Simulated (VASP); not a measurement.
# AlAs (F-43m) in VASP: further runs

The runs below take AlAs through single point, with PBE.

All numbers are computed with VASP 6.6.1; they aren't measurements. Logs are shortened: lines on timing, memory, paths and dates and some standing lists are left out, and cuts for length are marked.

## Step 1: The cell of the first run

It takes space group F-43m (No. 216, cubic). Conventional cell: a = 5.676 Å, b = 5.676 Å, c = 5.676 Å, α = 90.00°, β = 90.00°, γ = 90.00°. Within 3.2 Å of Al (site symmetry -43m) lie 4 As at 2.46 Å. Within 3.2 Å of As (site symmetry -43m) lie 4 Al at 2.46 Å.

## Step 2: Single point, PBE

Contents of INCAR:

```
SYSTEM = AlAs
PREC = Accurate ; ENCUT = 500
EDIFF = 1E-6 ; ISMEAR = 0
SIGMA = 0.1 ; LREAL = .False.
LASPH = .True. ; NELM = 120
ALGO = Normal ; ISIF = 2
LWAVE = .False. ; LCHARG = .False.
GGA = PE ; NBANDS = 11
GGA_COMPAT = .False.
```

Contents of KPOINTS:

```
Automatic mesh
0
Gamma
  4 4 4
  0 0 0
```

Contents of POSCAR:

```
AlAs
1.0
    0.0000000000      2.8379008005      2.8379008005
    2.8379008005      0.0000000000      2.8379008005
    2.8379008005      2.8379008005      0.0000000000
Al As
1 1
Direct
    0.2840000000      0.7960000000      0.4130000000
    1.0340000000      1.5460000000      1.1630000000
```

Potentials or basis: VASP PAW PBE potentials, release 64 (Al, As).

The run is started by

```console
cat potpaw_PBE.64/Al/POTCAR potpaw_PBE.64/As/POTCAR > POTCAR
mpirun -np 1 vasp_std > vasp.out
```

OUTCAR:

```text
SYSTEM = AlAs
   PREC = Accurate
   ENCUT = 500
   EDIFF = 1E-6
   ISMEAR = 0
   LREAL = .False.
   LASPH = .True.
   NELM = 120
   ISIF = 2
   GGA = PE

 ion  position               nearest neighbor table
   1  0.284  0.796  0.413-   2 2.46   2 2.46   2 2.46   2 2.46
   2  0.034  0.546  0.163-   1 2.46   1 2.46   1 2.46   1 2.46

  LATTYP: Found a face centered cubic cell.
 ALAT       =     5.6758016010

  Lattice vectors:

 A1 = (   0.0000000000,   2.8379008005,   2.8379008005)
 A2 = (   2.8379008005,   0.0000000000,   2.8379008005)
 A3 = (   2.8379008005,   2.8379008005,   0.0000000000)

Analysis of symmetry for initial positions (statically):
=====================================================================
 Subroutine PRICEL returns:
 Original cell was already a primitive cell.

 Routine SETGRP: Setting up the symmetry group for a
 face centered cubic supercell.

 Subroutine GETGRP returns: Found 24 space group operations
 (whereof  1 operations were pure point group operations)
 out of a pool of 48 trial point group operations.

The static configuration has the point symmetry C_1 .
 The point group associated with its full space group is T_d .

Analysis of symmetry for dynamics (positions and initial velocities):
=====================================================================
 Subroutine PRICEL returns:
 Original cell was already a primitive cell.

 Routine SETGRP: Setting up the symmetry group for a
 face centered cubic supercell.

 Subroutine GETGRP returns: Found 24 space group operations
 (whereof  1 operations were pure point group operations)
 out of a pool of 48 trial point group operations.

The dynamic configuration has the point symmetry C_1 .
 The point group associated with its full space group is T_d .

 Subroutine INISYM returns: Found 24 space group operations
 (whereof  1 operations are pure point group operations),
 and found     1 'primitive' translations

----------------------------------------------------------------------------------------

                                     Primitive cell

  volume of cell :      45.7111

  direct lattice vectors                    reciprocal lattice vectors
     0.000000000  2.837900800  2.837900800    -0.176186567  0.176186567  0.176186567
     2.837900800  0.000000000  2.837900800     0.176186567 -0.176186567  0.176186567
     2.837900800  2.837900800  0.000000000     0.176186567  0.176186567 -0.176186567

  length of vectors
     4.013397801  4.013397801  4.013397801     0.305164086  0.305164086  0.305164086

  position of ions in fractional coordinates (direct lattice)
     0.284000000  0.796000000  0.413000000
     0.034000000  0.546000000  0.163000000

  ion indices of the primitive-cell ions
   primitive index   ion index
                 1           1
                 2           2

----------------------------------------------------------------------------------------

 KPOINTS: Automatic mesh

Automatic generation of k-mesh.
 Grid dimensions read from file:
 generate k-points for:    4    4    4

 Generating k-lattice:

  Cartesian coordinates                     Fractional coordinates (reciprocal lattice)
    -0.044046642  0.044046642  0.044046642     0.250000000  0.000000000  0.000000000
     0.044046642 -0.044046642  0.044046642     0.000000000  0.250000000  0.000000000
     0.044046642  0.044046642 -0.044046642     0.000000000  0.000000000  0.250000000

  Length of vectors
     0.076291021  0.076291021  0.076291021

  Shift w.r.t. Gamma in fractional coordinates (k-lattice)
     0.000000000  0.000000000  0.000000000

 Subroutine IBZKPT returns following result:
 ===========================================

 Found      8 irreducible k-points:

 Following reciprocal coordinates:
            Coordinates               Weight
  0.000000  0.000000  0.000000      1.000000
  0.250000  0.000000  0.000000      8.000000
  0.500000  0.000000  0.000000      4.000000
  0.250000  0.250000  0.000000      6.000000
  0.500000  0.250000  0.000000     24.000000
 -0.250000  0.250000  0.000000     12.000000
  0.500000  0.500000  0.000000      3.000000
 -0.250000  0.500000  0.250000      6.000000
   k-points           NKPTS =      8   k-points in BZ     NKDIM =      8   number of bands    NBANDS=     11
   number of dos      NEDOS =    301   number of ions     NIONS =      2
   total plane-waves  NPLWV =  27000
   dimension x,y,z NGX =    30 NGY =   30 NGZ =   30
   dimension x,y,z NGXF=    60 NGYF=   60 NGZF=   60
   ions per type =               1   1
   NGX,Y,Z   is equivalent  to a cutoff of  12.43, 12.43, 12.43 a.u.
   NGXF,Y,Z  is equivalent  to a cutoff of  24.85, 24.85, 24.85 a.u.
 SYSTEM =  AlAs
   PREC   = accura    normal or accurate (medium, high low for compatibility)
   ISTART =      0    job   : 0-new  1-cont  2-samecut
   ICHARG =      2    charge: 1-file 2-atom 10-const
   ISPIN  =      1    spin polarized calculation?
   LNONCOLLINEAR =      F non collinear calculations
   LSORBIT =      F    spin-orbit coupling
   LASPH  =      T    aspherical Exc in radial PAW
   ENCUT  =  500.0 eV  36.75 Ry    6.06 a.u.   7.32  7.32  7.32*2*pi/ulx,y,z
   NELM   =    120;   NELMIN=  2; NELMDL= -5     # of ELM steps
   EDIFF  = 0.1E-05   stopping-criterion for ELM
   LREAL  =      F    real-space projection
   EDIFFG = 0.1E-04   stopping-criterion for IOM
   NSW    =      0    number of steps for IOM
   IBRION =     -1    ionic relax: 0-MD 1-quasi-New 2-CG
   NFREE  =      0    steps in history (QN), initial steepest desc. (CG)
   ISIF   =      2    stress and relaxation
   ISYM   =      2    0-nonsym 1-usesym 2-fastsym
   POTIM  = 0.5000    time-step for ionic-motion
   TEBEG  =    0.0;   TEEND  =   0.0 temperature during run
   PSTRESS=    0.0 pullay stress
   NELECT =       8.0000    total number of electrons
   NUPDOWN=      -1.0000    fix difference up-down
   EMIN   =  10.00;   EMAX   =-10.00  energy-range for DOS
   EFERMI =   0.00;   METHOD = LEGACY
   ISMEAR =     0;   SIGMA  =   0.10  broadening in eV -4-tet -1-fermi 0-gaus
   EFERMI_NEDOS =   21; number of points for ismear=-14 and -15
   IALGO  =     38    algorithm
   IMIX   =      4    mixing-type and parameters
     AMIX     =   0.40;   BMIX     =  1.00
     AMIX_MAG =   1.60;   BMIX_MAG =  1.00
  volume/ion in A,a.u.               =      22.86       154.24
  Fermi-wavevector in a.u.,A,eV,Ry     =   0.915723  1.730466 11.409155  0.838549
  Thomas-Fermi vector in A             =   2.040497
   LORBIT       =      0    0 simple, 1 ext, 2 COOP (PROOUT), +10 PAW based schemes
   GGA     = PE    functional components
   LHFCALC =     F    Hartree Fock is set to
   AEXX    =    0.0000 exact exchange contribution
   IVDW    =     0    specifies the selected vdW correction
   LEPSILON=     F    determine dielectric tensor
   LRPA    =     F    only Hartree local field effects (RPA)
 non-spin polarized calculation
 Gauss-broadening in eV      SIGMA  =   0.10
  energy-cutoff  :      500.00
  volume of cell :       45.71
 maximum number of plane-waves:      1211
 NGX is ok and might be reduce to    30
   NGX = 15   NGY = 15   NGZ = 15

 number of electron       8.0000000 magnetization

 Free energy of the ion-electron system (eV)
  ---------------------------------------------------
  ext. energy  EPLUGINS =         0.00000000
  ---------------------------------------------------
  free energy    TOTEN  =        -9.26394875 eV

  energy without entropy =       -9.26394875  energy(sigma->0) =       -9.26394875

 E-fermi :   4.2874     XC(G=0):  -8.9904

 val. band max:        3.8619692906   @ k =   0.0000   0.0000   0.0000
 cond. band min:       5.2862721555   @ k =   0.5000   0.5000   0.0000
 fundamental gap:      1.4243028648
 Fermi energy:         4.2874499564

 k-point     1 :       0.0000    0.0000    0.0000
  band No.  band energies     occupation
      1      -7.9587      2.00000
      2       3.8620      2.00000
      3       3.8620      2.00000
      4       3.8620      2.00000
      5       5.8534      0.00000
      6       8.1077      0.00000
      7       8.1077      0.00000
      8       8.1077      0.00000
      9      12.6744      0.00000
     10      12.8323      0.00000
     11      12.8323      0.00000

 k-point     2 :       0.2500    0.0000    0.0000
  band No.  band energies     occupation
      1      -7.3852      2.00000
      2       0.4804      2.00000
      3       3.3832      2.00000
      4       3.3832      2.00000
      5       6.4291      0.00000
      6       8.7323      0.00000
      7       8.7323      0.00000
      8      10.2636      0.00000
      9      12.1311      0.00000
     10      12.1311      0.00000
     11      13.2187      0.00000

 k-point     3 :       0.5000    0.0000    0.0000
  band No.  band energies     occupation
      1      -6.5485      2.00000
      2      -1.6926      2.00000
      3       3.0378      2.00000
      4       3.0378      2.00000
      5       5.9582      0.00000
      6       8.5094      0.00000
      7       8.5094      0.00000
      8      11.5833      0.00000
      9      14.9930      0.00000
     10      15.3624      0.00000
     11      15.3624      0.00000

 k-point     4 :       0.2500    0.2500    0.0000
  band No.  band energies     occupation
      1      -7.1870      2.00000
      2       0.6478      2.00000
      3       2.5230      2.00000
      4       2.5230      2.00000
      5       6.4173      0.00000
      6       7.6023      0.00000
      7      10.6436      0.00000
      8      10.6436      0.00000
      9      11.2541      0.00000
     10      13.9220      0.00000
     11      16.0365      0.00000

 k-point     5 :       0.5000    0.2500    0.0000
  band No.  band energies     occupation
      1      -6.3190      2.00000
      2      -1.1774      2.00000
      3       1.1431      2.00000
      4       2.2515      2.00000
      5       6.3998      0.00000
      6       8.9953      0.00000
      7      10.1919      0.00000
      8      10.7529      0.00000
      9      14.1372      0.00000
     10      15.2479      0.00000
     11      16.7088      0.00000

 k-point     6 :      -0.2500    0.2500    0.0000
  band No.  band energies     occupation
      1      -6.6284      2.00000
      2      -0.6803      2.00000
      3       1.0039      2.00000
      4       2.9645      2.00000
      5       7.2247      0.00000
      6       9.5853      0.00000
      7       9.7226      0.00000
      8      10.1367      0.00000
      9      11.4801      0.00000
     10      14.0880      0.00000
     11      16.2841      0.00000

 k-point     7 :       0.5000    0.5000    0.0000
  band No.  band energies     occupation
      1      -6.0012      2.00000
      2      -1.5614      2.00000
      3       1.6957      2.00000
      4       1.6957      2.00000
      5       5.2863      0.00000
      6       6.1336      0.00000
      7      14.1193      0.00000
      8      14.1193      0.00000
      9      15.5573      0.00000
     10      16.3596      0.00000
     11      16.3596      0.00000

 k-point     8 :      -0.2500    0.5000    0.2500
  band No.  band energies     occupation
      1      -5.9696      2.00000
      2      -1.2269      2.00000
      3       0.7030      2.00000
      4       1.0497      2.00000
      5       8.1723      0.00000
      6       9.4500      0.00000
      7       9.5145      0.00000
      8       9.8870      0.00000
      9      14.4044      0.00000
     10      16.0814      0.00000
     11      16.3894      0.00000

------------------------ aborting loop because EDIFF is reached ----------------------------------------

  FORCE on cell =-STRESS in cart. coord.  units (eV):
  Direction    XX          YY          ZZ          XY          YZ          ZX
  --------------------------------------------------------------------------------------
  -------------------------------------------------------------------------------------
  Total        0.6968942      0.6968942      0.6968942      0.0000000     -0.0000000      0.0000000
  in kB       24.4261941     24.4261941     24.4261941      0.0000000     -0.0000000      0.0000000
  external PRESSURE =      24.4261941 kB  Pullay stress =       0.0000000 kB

 VOLUME and BASIS-vectors are now :
 -----------------------------------------------------------------------------
  energy-cutoff  :      500.00
  volume of cell :       45.71
      direct lattice vectors                 reciprocal lattice vectors
     0.000000000  2.837900800  2.837900800    -0.176186567  0.176186567  0.176186567
     2.837900800  0.000000000  2.837900800     0.176186567 -0.176186567  0.176186567
     2.837900800  2.837900800  0.000000000     0.176186567  0.176186567 -0.176186567

 POSITION                                       TOTAL-FORCE (eV/Angst)
 -----------------------------------------------------------------------------------
      3.43102      1.97802      3.06493        -0.000000     -0.000000     -0.000000
      2.01207      0.55907      1.64598         0.000000      0.000000      0.000000
 -----------------------------------------------------------------------------------
    total drift:                                0.000000     -0.000001     -0.000001

  FREE ENERGIE OF THE ION-ELECTRON SYSTEM (eV)
  ---------------------------------------------------
  free  energy   TOTEN  =        -9.2639487515 eV

  energy  without entropy=       -9.2639487515  energy(sigma->0) =       -9.26394875
```

Wall time 4.4 s (1 thread of Intel Xeon Platinum 8559C (Emerald Rapids), shared host); peak memory 0.16 GiB.

Results:

| Item | Value |
| --- | --- |
| Free energy | -9.2639 eV |
| Pressure | 2.4 GPa |
| Band gap on the k mesh | 1.42 eV, indirect (least direct gap 1.99 eV) |

Caveat: the k points lie up to 0.48 Å⁻¹ apart.

(Continued in part 2 of 2.)
